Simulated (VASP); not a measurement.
Re: single point with revPBE

Crystal: Re.

```xyz
4
Lattice="2.8564 0.0000 0.0000 -1.4282 2.4737 0.0000 0.0000 0.0000 9.2084" Properties=species:S:1:pos:R:3 pbc="T T T"
Re    1.4282    2.4737    0.0000
Re    1.4282    2.4737    4.6042
Re    0.0000    1.6492    2.3021
Re    1.4282    0.8246    6.9063
```

This cell differs from its parent crystal: volume scaled by 1.08.

```yaml
Program: VASP 6.6.1
Task: single point
Functional: revPBE
Potentials_or_basis: VASP PAW PBE potentials, release 64 (Re)
Cutoff: 520 eV
k_mesh: 15 × 15 × 4
Occupations: fermi-dirac, width 0.1 eV
Spin: no spin polarisation
```

```json
{"Pressure": "-23.8 GPa", "Band gap on the k mesh": "zero (band 14 reaches 7.91 eV, above the bottom of band 15 at 5.71 eV)"}
```

Stress tensor (GPa, compression positive):
```
-23.72   0.00   0.00
  0.00 -23.72   0.00
  0.00   0.00 -23.89
```

Levels at points of the mesh, in eV from the Fermi level:
| k point | band 12 | band 13 | band 14 | band 15 | band 16 | band 17 |
| --- | --- | --- | --- | --- | --- | --- |
| (0.00, 0.00, 0.00) | -1.07 | -1.07 | -0.97 | -0.97 | 0.37 | 0.54 |
| (0.00, 0.00, 0.50) | -1.26 | -1.26 | -1.26 | -1.10 | -1.10 | 1.00 |

It took 62 s on 1 thread of Intel(R) Xeon(R) 6975P-C (Granite Rapids) (shared host), peak memory 0.24 GiB.

Caveat: the PAW data sets were made with another functional, which shifts forces and pressure a little; spin-orbit coupling is left out, which moves the levels of the heavy elements.
